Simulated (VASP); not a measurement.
# SiC (gwk) (F-43m) in VASP: single point with PBE

Aim: the single point of SiC (gwk) with PBE.

All numbers are computed with VASP 6.6.1; they aren't measurements. Logs are shortened: lines on timing, memory, paths and dates and some standing lists are left out, and cuts for length are marked.

### 1 The cell of the first run

The structure is cubic, space group F-43m (No. 216). The conventional cell has a = 4.357 Å, b = 4.357 Å, c = 4.357 Å, α = 90.00°, β = 90.00°, γ = 90.00°. Si (site symmetry -43m) has 4 C at 1.89 Å within 2.5 Å. Within 2.5 Å of C (site symmetry -43m) lie 4 Si at 1.89 Å.

### 2 Single point, PBE

File INCAR:

```
PREC = Accurate
ENCUT = 600
EDIFF = 1E-6
ISMEAR = 0
SIGMA = 0.01
LREAL = False
LASPH = True
NELM = 120
ALGO = Normal
ISIF = 2
LWAVE = False
LCHARG = True
GGA = PE
LELF = True
LVHAR = True
NBANDS = 11
GGA_COMPAT = False
```

File KPOINTS:

```
Automatic mesh
0
Gamma
  8 8 8
```

File POSCAR:

```
SiC
1.0
    0.0000000000      2.1784203317      2.1784203317
    2.1784203317      0.0000000000      2.1784203317
    2.1784203317      2.1784203317      0.0000000000
Si C
1 1
Direct
    0.0000000000      0.0000000000      0.0000000000
    0.2500000000      0.2500000000      0.2500000000
```

Potentials or basis: VASP PAW PBE potentials, release 64 (Si, C).

Run with:

```bash
cat potpaw_PBE.64/Si/POTCAR potpaw_PBE.64/C/POTCAR > POTCAR
mpirun -np 1 vasp_std > vasp.out
```

OUTCAR:

```text
PREC = Accurate
   ENCUT = 600
   EDIFF = 1E-6
   ISMEAR = 0
   LREAL = False
   LASPH = True
   NELM = 120
   ISIF = 2
   GGA = PE

 ion  position               nearest neighbor table
   1  0.000  0.000  0.000-   2 1.89   2 1.89   2 1.89   2 1.89
   2  0.250  0.250  0.250-   1 1.89   1 1.89   1 1.89   1 1.89

  LATTYP: Found a face centered cubic cell.
 ALAT       =     4.3568406634

  Lattice vectors:

 A1 = (   0.0000000000,   2.1784203317,   2.1784203317)
 A2 = (   2.1784203317,   0.0000000000,   2.1784203317)
 A3 = (   2.1784203317,   2.1784203317,   0.0000000000)

Analysis of symmetry for initial positions (statically):
=====================================================================
 Subroutine PRICEL returns:
 Original cell was already a primitive cell.

 Routine SETGRP: Setting up the symmetry group for a
 face centered cubic supercell.

 Subroutine GETGRP returns: Found 24 space group operations
 (whereof 24 operations were pure point group operations)
 out of a pool of 48 trial point group operations.

The static configuration has the point symmetry T_d .

Analysis of symmetry for dynamics (positions and initial velocities):
=====================================================================
 Subroutine PRICEL returns:
 Original cell was already a primitive cell.

 Routine SETGRP: Setting up the symmetry group for a
 face centered cubic supercell.

 Subroutine GETGRP returns: Found 24 space group operations
 (whereof 24 operations were pure point group operations)
 out of a pool of 48 trial point group operations.

The dynamic configuration has the point symmetry T_d .

 Subroutine INISYM returns: Found 24 space group operations
 (whereof 24 operations are pure point group operations),
 and found     1 'primitive' translations

----------------------------------------------------------------------------------------

                                     Primitive cell

  volume of cell :      20.6755

  direct lattice vectors                    reciprocal lattice vectors
     0.000000000  2.178420332  2.178420332    -0.229524116  0.229524116  0.229524116
     2.178420332  0.000000000  2.178420332     0.229524116 -0.229524116  0.229524116
     2.178420332  2.178420332  0.000000000     0.229524116  0.229524116 -0.229524116

  length of vectors
     3.080751578  3.080751578  3.080751578     0.397547430  0.397547430  0.397547430

  position of ions in fractional coordinates (direct lattice)
[... 82 lines left out ...]
   NSW    =      0    number of steps for IOM
   IBRION =     -1    ionic relax: 0-MD 1-quasi-New 2-CG
   NFREE  =      0    steps in history (QN), initial steepest desc. (CG)
   ISIF   =      2    stress and relaxation
   ISYM   =      2    0-nonsym 1-usesym 2-fastsym
   POTIM  = 0.5000    time-step for ionic-motion
   TEBEG  =    0.0;   TEEND  =   0.0 temperature during run
   PSTRESS=    0.0 pullay stress
   NELECT =       8.0000    total number of electrons
   NUPDOWN=      -1.0000    fix difference up-down
   EMIN   =  10.00;   EMAX   =-10.00  energy-range for DOS
   EFERMI =   0.00;   METHOD = LEGACY
   ISMEAR =     0;   SIGMA  =   0.01  broadening in eV -4-tet -1-fermi 0-gaus
   EFERMI_NEDOS =   21; number of points for ismear=-14 and -15
   IALGO  =     38    algorithm
   IMIX   =      4    mixing-type and parameters
     AMIX     =   0.40;   BMIX     =  1.00
     AMIX_MAG =   1.60;   BMIX_MAG =  1.00
  volume/ion in A,a.u.               =      10.34        69.76
  Fermi-wavevector in a.u.,A,eV,Ry     =   1.192943  2.254336 19.362639  1.423114
  Thomas-Fermi vector in A             =   2.328970
   LORBIT       =      0    0 simple, 1 ext, 2 COOP (PROOUT), +10 PAW based schemes
   GGA     = PE    functional components
   LHFCALC =     F    Hartree Fock is set to
   AEXX    =    0.0000 exact exchange contribution
   IVDW    =     0    specifies the selected vdW correction
   LEPSILON=     F    determine dielectric tensor
   LRPA    =     F    only Hartree local field effects (RPA)
 non-spin polarized calculation
 Gauss-broadening in eV      SIGMA  =   0.01
  energy-cutoff  :      600.00
  volume of cell :       20.68
 maximum number of plane-waves:       701
 NGX is ok and might be reduce to    28
   NGX = 13   NGY = 13   NGZ = 13

 number of electron       8.0000000 magnetization

 Free energy of the ion-electron system (eV)
  ---------------------------------------------------
  ext. energy  EPLUGINS =         0.00000000
  ---------------------------------------------------
  free energy    TOTEN  =       -15.05774101 eV

  energy without entropy =      -15.05774101  energy(sigma->0) =      -15.05774101

 E-fermi :   8.1637     XC(G=0): -11.3594

 val. band max:        8.1162001072   @ k =   0.0000   0.0000   0.0000
 cond. band min:       9.4719834298   @ k =   0.5000   0.5000   0.0000
 fundamental gap:      1.3557833226
 Fermi energy:         8.1637149501

 k-point     1 :       0.0000    0.0000    0.0000
  band No.  band energies     occupation
      1      -7.2936      2.00000
      2       8.1162      2.00000
      3       8.1162      2.00000
      4       8.1162      2.00000
      5      14.3588      0.00000
      6      15.4290      0.00000
      7      15.4290      0.00000
      8      15.4290      0.00000
      9      22.6274      0.00000
     10      22.6274      0.00000
     11      24.6089      0.00000
[... 309 lines left out ...]
 k-point    24 :      -0.3750    0.2500    0.1250
  band No.  band energies     occupation
      1      -3.0755      2.00000
      2       0.2863      2.00000
      3       4.4074      2.00000
      4       5.8575      2.00000
      5      13.3660      0.00000
      6      15.3976      0.00000
      7      18.2717      0.00000
      8      19.1234      0.00000
      9      21.5474      0.00000
     10      24.3460      0.00000
     11      27.4526      0.00000

 [... further k-points ...]
[... 5 lines left out ...]
  --------------------------------------------------------------------------------------
  -------------------------------------------------------------------------------------
  Total        0.4206642      0.4206642      0.4206642     -0.0000000      0.0000000     -0.0000000
  in kB       32.5980101     32.5980101     32.5980101     -0.0000000      0.0000000     -0.0000000
  external PRESSURE =      32.5980101 kB  Pullay stress =       0.0000000 kB

 VOLUME and BASIS-vectors are now :
 -----------------------------------------------------------------------------
  energy-cutoff  :      600.00
  volume of cell :       20.68
      direct lattice vectors                 reciprocal lattice vectors
     0.000000000  2.178420332  2.178420332    -0.229524116  0.229524116  0.229524116
     2.178420332  0.000000000  2.178420332     0.229524116 -0.229524116  0.229524116
     2.178420332  2.178420332  0.000000000     0.229524116  0.229524116 -0.229524116

 POSITION                                       TOTAL-FORCE (eV/Angst)
 -----------------------------------------------------------------------------------
      0.00000      0.00000      0.00000         0.000000      0.000000      0.000000
      1.08921      1.08921      1.08921        -0.000000     -0.000000     -0.000000
 -----------------------------------------------------------------------------------
    total drift:                               -0.000000     -0.000000     -0.000000

  FREE ENERGIE OF THE ION-ELECTRON SYSTEM (eV)
  ---------------------------------------------------
  free  energy   TOTEN  =       -15.0577410103 eV

  energy  without entropy=      -15.0577410103  energy(sigma->0) =      -15.05774101
```

stdout:

```text
POSCAR found type information on POSCAR SiC
 POSCAR found :  2 types and       2 ions
 scaLAPACK will be used
 LDA part: xc-table for (Slater+PW92), standard interpolation
 POSCAR, INCAR and KPOINTS ok, starting setup
 FFT: planning ... GRIDC
 FFT: planning ... GRID_SOFT
 FFT: planning ... GRID
 WAVECAR not read
 entering main loop
```

Run time: 15 s. Hardware: 1 thread of Intel Xeon 8259CL, shared host; peak memory 0.15 GiB.

What came out:

```
Free energy            : -15.0577 eV
Pressure               : 3.3 GPa
Band gap on the k mesh : 1.36 eV, indirect (least direct gap 4.54 eV)
```
